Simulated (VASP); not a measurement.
# GeCN2 (R-3m) in VASP: settings compared

Aim: see how the results for GeCN2 move with the level of theory and the settings. Levels: LDA, PBEsol. Tasks: single point.

All numbers are computed with VASP 6.6.1; they aren't measurements. Logs are shortened: lines on timing, memory, paths and dates and some standing lists are left out, and cuts for length are marked.

## (1) The cell of the first run

It takes space group R-3m (No. 166, trigonal). Conventional cell: a = 3.658 Å, b = 3.658 Å, c = 15.055 Å, α = 90.00°, β = 90.00°, γ = 120.00°. Within 3.2 Å of Ge (site symmetry -3m) lie 6 N at 2.45 Å. Within 1.7 Å of N (site symmetry 3m) lie 1 C at 1.26 Å. C (site symmetry -3m) has 2 N at 1.26 Å within 1.7 Å.

## (2) Single point, LDA (volume scaled by 1.06)

Contents of INCAR:

```
PREC     = Accurate       # precision mode
ENCUT    = 520            # plane-wave cutoff, eV
EDIFF    = 1E-6           # SCF threshold, eV
ISMEAR   = -1             # smearing method
SIGMA    = 0.05           # smearing width, eV
LREAL    = False          # projectors in reciprocal space
LASPH    = True           # aspherical terms in the spheres
NELM     = 100            # most SCF steps
ALGO     = Normal         # electronic algorithm
ISIF     = 2              # what is computed and relaxed
LWAVE    = False          # write WAVECAR
LCHARG   = False          # write CHGCAR
GGA      = CA             # functional
NBANDS   = 22             # bands
```

Contents of KPOINTS:

```
Automatic mesh
0
Gamma
  9 9 9
```

Contents of POSCAR:

```
GeCN2
1.0
    1.8289716617      1.0559572812      5.0184906852
   -1.8289716617      1.0559572812      5.0184906852
    0.0000000000     -2.1119145624      5.0184906852
Ge N C
1 2 1
Direct
    0.0000000000      0.0000000000      0.0000000000
    0.5839044000      0.5839044000      0.5839044000
    0.4160956000      0.4160956000      0.4160956000
    0.5000000000      0.5000000000      0.5000000000
```

Potentials or basis: VASP PAW LDA potentials, release 64 (Ge_d, N, C).

Launch:

```bash
cat potpaw_LDA.64/Ge_d/POTCAR potpaw_LDA.64/N/POTCAR potpaw_LDA.64/C/POTCAR > POTCAR
mpirun -np 1 vasp_std > vasp.out
```

OUTCAR:

```text
PREC = Accurate
   ENCUT = 520
   EDIFF = 1E-6
   ISMEAR = -1
   LREAL = False
   LASPH = True
   NELM = 100
   ISIF = 2
   GGA = CA

 ion  position               nearest neighbor table
   1  0.000  0.000  0.000-
   2  0.584  0.584  0.584-   4 1.26
   3  0.416  0.416  0.416-   4 1.26
   4  0.500  0.500  0.500-   2 1.26   3 1.26

  LATTYP: Found a trigonal (rhomboedric) cell.
 ALAT       =     5.4447618751
 COS(alpha) =     0.7743235887

  Lattice vectors:

 A1 = (   1.8289716617,   1.0559572812,   5.0184906852)
 A2 = (  -1.8289716617,   1.0559572812,   5.0184906852)
 A3 = (   0.0000000000,  -2.1119145624,   5.0184906852)

Analysis of symmetry for initial positions (statically):
=====================================================================
 Subroutine PRICEL returns:
 Original cell was already a primitive cell.

 Routine SETGRP: Setting up the symmetry group for a
 trigonal (rhombohedral) supercell.

 Subroutine GETGRP returns: Found 12 space group operations
 (whereof 12 operations were pure point group operations)
 out of a pool of 12 trial point group operations.

The static configuration has the point symmetry D_3d.

Analysis of symmetry for dynamics (positions and initial velocities):
=====================================================================
 Subroutine PRICEL returns:
 Original cell was already a primitive cell.

 Routine SETGRP: Setting up the symmetry group for a
 trigonal (rhombohedral) supercell.

 Subroutine GETGRP returns: Found 12 space group operations
 (whereof 12 operations were pure point group operations)
 out of a pool of 12 trial point group operations.

The dynamic configuration has the point symmetry D_3d.

 Subroutine INISYM returns: Found 12 space group operations
 (whereof 12 operations are pure point group operations),
 and found     1 'primitive' translations

----------------------------------------------------------------------------------------

                                     Primitive cell

  volume of cell :      58.1537

  direct lattice vectors                    reciprocal lattice vectors
     1.828971662  1.055957281  5.018490685     0.273377664  0.157834668  0.066421033
    -1.828971662  1.055957281  5.018490685    -0.273377664  0.157834668  0.066421033
     0.000000000 -2.111914562  5.018490685     0.000000000 -0.315669336  0.066421033

  length of vectors
     5.444761875  5.444761875  5.444761875     0.322581591  0.322581591  0.322581591

  position of ions in fractional coordinates (direct lattice)
     0.000000000  0.000000000  0.000000000
     0.583904400  0.583904400  0.583904400
     0.416095600  0.416095600  0.416095600
     0.500000000  0.500000000  0.500000000

  ion indices of the primitive-cell ions
   primitive index   ion index
                 1           1
                 2           2
                 3           3
                 4           4

----------------------------------------------------------------------------------------

 KPOINTS: Automatic mesh

Automatic generation of k-mesh.
 Grid dimensions read from file:
 generate k-points for:    9    9    9

 Generating k-lattice:

  Cartesian coordinates                     Fractional coordinates (reciprocal lattice)
     0.030375296  0.017537185  0.007380115     0.111111111  0.000000000  0.000000000
    -0.030375296  0.017537185  0.007380115     0.000000000  0.111111111  0.000000000
     0.000000000 -0.035074371  0.007380115     0.000000000  0.000000000  0.111111111

  Length of vectors
     0.035842399  0.035842399  0.035842399

  Shift w.r.t. Gamma in fractional coordinates (k-lattice)
     0.000000000  0.000000000  0.000000000

 Subroutine IBZKPT returns following result:
 ===========================================

 Found     85 irreducible k-points:

 Following reciprocal coordinates:
            Coordinates               Weight
  0.000000  0.000000  0.000000      1.000000
  0.111111  0.000000 -0.000000      6.000000
  0.222222  0.000000 -0.000000      6.000000
  0.333333  0.000000  0.000000      6.000000
  0.444444  0.000000 -0.000000      6.000000
  0.111111  0.111111 -0.000000      6.000000
[... 16 lines left out ...]
 -0.333333  0.333333  0.000000      6.000000
  0.444444  0.444444 -0.000000      6.000000
 [... further k-points ...]
   k-points           NKPTS =     85   k-points in BZ     NKDIM =     85   number of bands    NBANDS=     22
   number of dos      NEDOS =    301   number of ions     NIONS =      4
   total plane-waves  NPLWV =  64000
   dimension x,y,z NGX =    40 NGY =   40 NGZ =   40
   dimension x,y,z NGXF=    80 NGYF=   80 NGZF=   80
   ions per type =               1   2   1
   NGX,Y,Z   is equivalent  to a cutoff of  12.21, 12.21, 12.21 a.u.
   NGXF,Y,Z  is equivalent  to a cutoff of  24.43, 24.43, 24.43 a.u.
 SYSTEM =  unknown system
   PREC   = accura    normal or accurate (medium, high low for compatibility)
   ISTART =      0    job   : 0-new  1-cont  2-samecut
   ICHARG =      2    charge: 1-file 2-atom 10-const
   ISPIN  =      1    spin polarized calculation?
   LNONCOLLINEAR =      F non collinear calculations
   LSORBIT =      F    spin-orbit coupling
   LASPH  =      T    aspherical Exc in radial PAW
   ENCUT  =  520.0 eV  38.22 Ry    6.18 a.u.  10.12 10.12 10.12*2*pi/ulx,y,z
   NELM   =    100;   NELMIN=  2; NELMDL= -5     # of ELM steps
   EDIFF  = 0.1E-05   stopping-criterion for ELM
   LREAL  =      F    real-space projection
   EDIFFG = 0.1E-04   stopping-criterion for IOM
   NSW    =      0    number of steps for IOM
   IBRION =     -1    ionic relax: 0-MD 1-quasi-New 2-CG
   NFREE  =      0    steps in history (QN), initial steepest desc. (CG)
   ISIF   =      2    stress and relaxation
   ISYM   =      2    0-nonsym 1-usesym 2-fastsym
   POTIM  = 0.5000    time-step for ionic-motion
   TEBEG  =    0.0;   TEEND  =   0.0 temperature during run
   PSTRESS=    0.0 pullay stress
   NELECT =      28.0000    total number of electrons
   NUPDOWN=      -1.0000    fix difference up-down
   EMIN   =  10.00;   EMAX   =-10.00  energy-range for DOS
   EFERMI =   0.00;   METHOD = LEGACY
   ISMEAR =    -1;   SIGMA  =   0.05  broadening in eV -4-tet -1-fermi 0-gaus
   EFERMI_NEDOS =   21; number of points for ismear=-14 and -15
   IALGO  =     38    algorithm
   IMIX   =      4    mixing-type and parameters
     AMIX     =   0.40;   BMIX     =  1.00
     AMIX_MAG =   1.60;   BMIX_MAG =  1.00
  volume/ion in A,a.u.               =      14.54        98.11
  Fermi-wavevector in a.u.,A,eV,Ry     =   1.283123  2.424751 22.400693  1.646405
  Thomas-Fermi vector in A             =   2.415394
   LORBIT       =      0    0 simple, 1 ext, 2 COOP (PROOUT), +10 PAW based schemes
   GGA     = CA    functional components
   LHFCALC =     F    Hartree Fock is set to
   AEXX    =    0.0000 exact exchange contribution
   IVDW    =     0    specifies the selected vdW correction
   LEPSILON=     F    determine dielectric tensor
   LRPA    =     F    only Hartree local field effects (RPA)
 non-spin polarized calculation
  energy-cutoff  :      520.00
  volume of cell :       58.15
 maximum number of plane-waves:      1578
   NGX = 21   NGY = 21   NGZ = 21

 number of electron      27.9999995 magnetization

 Free energy of the ion-electron system (eV)
  ---------------------------------------------------
  ext. energy  EPLUGINS =         0.00000000
  ---------------------------------------------------
  free energy    TOTEN  =       -31.97093277 eV

  energy without entropy =      -31.97093239  energy(sigma->0) =      -31.97093258

 E-fermi :   3.1609     XC(G=0):  -9.9269

 val. band max:        2.5784755625   @ k =  -0.4444  -0.4444   0.2222
 cond. band min:       3.6509382311   @ k =   0.4444   0.4444   0.4444
 fundamental gap:      1.0724626686
 Fermi energy:         3.1609337990

 k-point     1 :       0.0000    0.0000    0.0000
  band No.  band energies     occupation
      1     -22.1464      2.00000
      2     -22.1420      2.00000
      3     -22.1420      2.00000
      4     -22.1350      2.00000
      5     -22.1350      2.00000
      6     -15.8554      2.00000
[... 14 lines left out ...]
     21      12.2246      0.00000
     22      13.1958      0.00000

 k-point     2 :       0.1111    0.0000   -0.0000
  band No.  band energies     occupation
      1     -22.1456      2.00000
      2     -22.1423      2.00000
      3     -22.1405      2.00000
      4     -22.1362      2.00000
      5     -22.1352      2.00000
      6     -15.8194      2.00000
[... 14 lines left out ...]
     21      11.8850      0.00000
     22      12.6121      0.00000

 k-point     3 :       0.2222    0.0000   -0.0000
  band No.  band energies     occupation
      1     -22.1461      2.00000
      2     -22.1414      2.00000
      3     -22.1386      2.00000
      4     -22.1365      2.00000
      5     -22.1358      2.00000
      6     -15.7263      2.00000
[... 14 lines left out ...]
     21      10.7648      0.00000
     22      13.2835      0.00000

 k-point     4 :       0.3333    0.0000    0.0000
  band No.  band energies     occupation
      1     -22.1488      2.00000
      2     -22.1419      2.00000
      3     -22.1376      2.00000
      4     -22.1365      2.00000
      5     -22.1320      2.00000
      6     -15.6166      2.00000
[... 14 lines left out ...]
     21      10.7079      0.00000
     22      13.7149      0.00000

 k-point     5 :       0.4444    0.0000   -0.0000
  band No.  band energies     occupation
      1     -22.1511      2.00000
      2     -22.1431      2.00000
      3     -22.1370      2.00000
      4     -22.1356      2.00000
      5     -22.1290      2.00000
      6     -15.5426      2.00000
[... 417 lines left out ...]
 k-point    22 :      -0.4444    0.3333    0.0000
  band No.  band energies     occupation
      1     -22.1464      2.00000
      2     -22.1406      2.00000
      3     -22.1397      2.00000
      4     -22.1369      2.00000
      5     -22.1321      2.00000
      6     -15.4782      2.00000
[... 14 lines left out ...]
     21      12.3388      0.00000
     22      13.3663      0.00000

 k-point    23 :      -0.3333    0.3333    0.0000
  band No.  band energies     occupation
      1     -22.1431      2.00000
      2     -22.1427      2.00000
      3     -22.1378      2.00000
      4     -22.1358      2.00000
      5     -22.1358      2.00000
      6     -15.4737      2.00000
[... 14 lines left out ...]
     21      12.2988      0.00000
     22      12.7808      0.00000

 k-point    24 :       0.4444    0.4444   -0.0000
  band No.  band energies     occupation
      1     -22.1515      2.00000
      2     -22.1434      2.00000
      3     -22.1369      2.00000
      4     -22.1355      2.00000
      5     -22.1290      2.00000
      6     -15.4932      2.00000
[... 14 lines left out ...]
     21      11.3374      0.00000
     22      14.1638      0.00000

 [... further k-points ...]

------------------------ aborting loop because EDIFF is reached ----------------------------------------

  FORCE on cell =-STRESS in cart. coord.  units (eV):
  Direction    XX          YY          ZZ          XY          YZ          ZX
  --------------------------------------------------------------------------------------
  -------------------------------------------------------------------------------------
  Total       -2.8446829     -2.8446829     -8.0980983      0.0000000      0.0000000     -0.0000000
  in kB      -78.3730507    -78.3730507   -223.1084032      0.0000000      0.0000000     -0.0000000
  external PRESSURE =    -126.6181682 kB  Pullay stress =       0.0000000 kB

 VOLUME and BASIS-vectors are now :
 -----------------------------------------------------------------------------
  energy-cutoff  :      520.00
  volume of cell :       58.15
      direct lattice vectors                 reciprocal lattice vectors
     1.828971662  1.055957281  5.018490685     0.273377664  0.157834668  0.066421033
    -1.828971662  1.055957281  5.018490685    -0.273377664  0.157834668  0.066421033
     0.000000000 -2.111914562  5.018490685     0.000000000 -0.315669336  0.066421033

 POSITION                                       TOTAL-FORCE (eV/Angst)
 -----------------------------------------------------------------------------------
      0.00000      0.00000      0.00000        -0.000000      0.000000     -0.000000
      0.00000      0.00000      8.79096        -0.000000     -0.000000     -1.728568
      0.00000      0.00000      6.26452        -0.000000     -0.000000      1.728568
      0.00000      0.00000      7.52774         0.000000      0.000000      0.000000
 -----------------------------------------------------------------------------------
    total drift:                               -0.000000      0.000000     -0.000000

  FREE ENERGIE OF THE ION-ELECTRON SYSTEM (eV)
  ---------------------------------------------------
  free  energy   TOTEN  =       -31.9709327741 eV

  energy  without entropy=      -31.9709323923  energy(sigma->0) =      -31.97093258
```

Run time: 90 s. Hardware: 1 thread of Intel Xeon 6975P-C (Granite Rapids), shared host; peak memory 0.27 GiB.

Results:

```
Free energy            : -31.9709 eV
Pressure               : -12.7 GPa
Largest force          : 1.729 eV/Å
Band gap on the k mesh : 1.07 eV, indirect (least direct gap 1.93 eV)
```

Forces on the atoms (eV/Å):
```
Ge   0.000  0.000  0.000
N    0.000  0.000 -1.729
N    0.000  0.000  1.729
C    0.000  0.000  0.000
```

Stress tensor (GPa, compression positive):
```
 -7.84   0.00   0.00
  0.00  -7.84   0.00
  0.00   0.00 -22.31
```

Levels at points of the mesh, in eV from the valence-band top:
```tsv
k point	band 10	band 11	band 12	band 13	band 14	band 15	band 16	band 17	band 18	band 19
(0.00, 0.00, 0.00)	-4.73	-4.73	-2.23	-1.57	-1.57	2.46	3.18	3.18	4.79	6.99
```

Caveat: forces of over 1 eV/Å act on the atoms, so gaps and moduli don't describe the material at rest.

## (3) Single point, PBEsol (volume scaled by 0.98)

Contents of INCAR:

```
PREC = Accurate
ENCUT = 520
EDIFF = 1E-6
ISMEAR = -1
SIGMA = 0.05
LREAL = F
LASPH = T
NELM = 80
ALGO = Normal
ISIF = 2
LWAVE = F
LCHARG = F
GGA = PS
NBANDS = 22
```

Contents of KPOINTS:

```
regular mesh
0
Gamma
  9 9 9
```

Contents of POSCAR:

```
GeCN2
1.0
    1.7817511454      1.0286945034      4.8889229472
   -1.7817511454      1.0286945034      4.8889229472
    0.0000000000     -2.0573890068      4.8889229472
Ge N C
1 2 1
Direct
    0.0000000000      0.0000000000      0.0000000000
    0.5839044000      0.5839044000      0.5839044000
    0.4160956000      0.4160956000      0.4160956000
    0.5000000000      0.5000000000      0.5000000000
```

Potentials or basis: VASP PAW PBE potentials, release 64 (Ge_d, N, C).

Launch:

```bash
cat potpaw_PBE.64/Ge_d/POTCAR potpaw_PBE.64/N/POTCAR potpaw_PBE.64/C/POTCAR > POTCAR
mpirun -np 1 vasp_std > vasp.out
```

OUTCAR:

```text
PREC = Accurate
   ENCUT = 520
   EDIFF = 1E-6
   ISMEAR = -1
   LREAL = F
   LASPH = T
   NELM = 80
   ISIF = 2
   GGA = PS

 ion  position               nearest neighbor table
   1  0.000  0.000  0.000-
   2  0.584  0.584  0.584-   4 1.23
   3  0.416  0.416  0.416-   4 1.23
   4  0.500  0.500  0.500-   2 1.23   3 1.23

  LATTYP: Found a trigonal (rhomboedric) cell.
 ALAT       =     5.3041886382
 COS(alpha) =     0.7743235887

  Lattice vectors:

 A1 = (   1.7817511454,   1.0286945034,   4.8889229472)
 A2 = (  -1.7817511454,   1.0286945034,   4.8889229472)
 A3 = (   0.0000000000,  -2.0573890068,   4.8889229472)

Analysis of symmetry for initial positions (statically):
=====================================================================
 Subroutine PRICEL returns:
 Original cell was already a primitive cell.

 Routine SETGRP: Setting up the symmetry group for a
 trigonal (rhombohedral) supercell.

 Subroutine GETGRP returns: Found 12 space group operations
[... 164 lines left out ...]
  free energy    TOTEN  =       -30.60674335 eV

  energy without entropy =      -30.60674223  energy(sigma->0) =      -30.60674279

 E-fermi :   4.1604     XC(G=0): -10.0086

 val. band max:        3.6379384821   @ k =  -0.4444  -0.4444   0.2222
 cond. band min:       4.5905840964   @ k =   0.4444   0.4444   0.4444
 fundamental gap:      0.9526456143
 Fermi energy:         4.1603839496

 k-point     1 :       0.0000    0.0000    0.0000
  band No.  band energies     occupation
      1     -20.9915      2.00000
      2     -20.9865      2.00000
      3     -20.9865      2.00000
      4     -20.9768      2.00000
      5     -20.9768      2.00000
      6     -15.7533      2.00000
[... 589 lines left out ...]
     21      12.7886      0.00000
     22      15.7015      0.00000

 [... further k-points ...]

------------------------ aborting loop because EDIFF is reached ----------------------------------------

  FORCE on cell =-STRESS in cart. coord.  units (eV):
  Direction    XX          YY          ZZ          XY          YZ          ZX
  --------------------------------------------------------------------------------------
  -------------------------------------------------------------------------------------
  Total       -0.7980556     -0.7980556      1.1717033      0.0000000      0.0000000      0.0000000
  in kB      -23.7818597    -23.7818597     34.9164708      0.0000000      0.0000000      0.0000000
  external PRESSURE =      -4.2157496 kB  Pullay stress =       0.0000000 kB

 VOLUME and BASIS-vectors are now :
 -----------------------------------------------------------------------------
  energy-cutoff  :      520.00
  volume of cell :       53.76
      direct lattice vectors                 reciprocal lattice vectors
     1.781751145  1.028694503  4.888922947     0.280622803  0.162017651  0.068181343
    -1.781751145  1.028694503  4.888922947    -0.280622803  0.162017651  0.068181343
     0.000000000 -2.057389007  4.888922947     0.000000000 -0.324035301  0.068181343

 POSITION                                       TOTAL-FORCE (eV/Angst)
 -----------------------------------------------------------------------------------
      0.00000      0.00000      0.00000        -0.000000     -0.000000      0.000000
      0.00000      0.00000      8.56399        -0.000000      0.000000      0.790287
      0.00000      0.00000      6.10278        -0.000000     -0.000000     -0.790287
      0.00000      0.00000      7.33338         0.000000     -0.000000     -0.000000
 -----------------------------------------------------------------------------------
    total drift:                               -0.000000      0.000000     -0.000000

  FREE ENERGIE OF THE ION-ELECTRON SYSTEM (eV)
  ---------------------------------------------------
  free  energy   TOTEN  =       -30.6067433547 eV

  energy  without entropy=      -30.6067422284  energy(sigma->0) =      -30.60674279
```

It took 2.5 min on 1 thread of Intel Xeon 6975P-C (Granite Rapids), shared host; peak memory 0.28 GiB.

Results:

| Quantity | Value |
| --- | --- |
| Free energy | -30.6067 eV |
| Pressure | -0.4 GPa |
| Largest force | 0.790 eV/Å |
| Band gap on the k mesh | 0.95 eV, indirect (least direct gap 1.74 eV) |

Forces on the atoms (eV/Å):
```
Ge   0.000  0.000  0.000
N    0.000  0.000  0.790
N    0.000  0.000 -0.790
C    0.000  0.000  0.000
```

Caveat: the PAW data sets were made with another functional, which shifts forces and pressure a little.
